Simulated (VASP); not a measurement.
Set up this calculation in VASP 6.6.1, as the native input.

| Item | Value |
| --- | --- |
| Task | single point |
| Functional | PBE |
| Potentials or basis | VASP PAW PBE potentials, release 64 (Al, Ni) |
| Cutoff | 520 eV |
| k mesh | 14 × 14 × 14 |
| Occupations | gaussian, width 0.15 eV |
| Spin | collinear spin, ferromagnetic start |
| Starting moments | [0.0, 0.875, 0.875, 0.875] μB |
| Fixed moment | 2.625 μB |
| Dipole correction | no |
| Further INCAR settings | ALGO = Normal; EDIFF = 1e-06; NBANDS = 28 |

The structure of AlNi3 lies in POSCAR:

```
AlNi3
1.0
    0.0000000000      2.8358889503      2.8358889503
    2.8358889503      0.0000000000      2.8358889503
    2.8358889503      2.8358889503      0.0000000000
Al Ni
1 3
Direct
    0.5000000000      0.5000000000      0.5000000000
    0.2500000000      0.2500000000      0.2500000000
    0.0000000000      0.0000000000      0.0000000000
    0.7500000000      0.7500000000      0.7500000000
```

These files were run (other wordings do the same):

INCAR

```
SYSTEM = AlNi3
  PREC = Accurate
  ENCUT = 520
  EDIFF = 1E-6
  ISMEAR = 0
  SIGMA = 0.15
  LREAL = .FALSE.
  LASPH = .TRUE.
  NELM = 150
  ALGO = Normal
  ISIF = 2
  LWAVE = .FALSE.
  LCHARG = .TRUE.
  ISPIN = 2
  MAGMOM = 0 0.875 0.875 0.875
  LORBIT = 11
  NUPDOWN = 2.625
  LMAXMIX = 4
  GGA = PE
  LELF = .TRUE.
  LVHAR = .TRUE.
  NBANDS = 28
```

KPOINTS

```
Automatic mesh
0
G
  14 14 14
  0 0 0
```

Potentials or basis: VASP PAW PBE potentials, release 64 (Al, Ni).

Command:

```console
$ cat potpaw_PBE.64/Al/POTCAR potpaw_PBE.64/Ni/POTCAR > POTCAR
$ mpirun -np 1 vasp_std > vasp.out
```

Results of the run:

```yaml
Pressure: 5.0 GPa
Net_moment: 2.62 μB per cell
Site_moments: Al +0.04; Ni +0.77, +0.91 (each value once) μB
Valence_electrons_inside_the_program's_atomic_spheres: Al 0.82; Ni 9.37, 9.30 (each value once)
```

Caveat: the cell stands under pressure; the total moment is fixed, so each spin has its own Fermi level and the state may be an excited one.

It took 5.7 min on 1 thread of Oxide Virtual Turin-like Processor, on a shared host, peak memory 0.29 GiB.
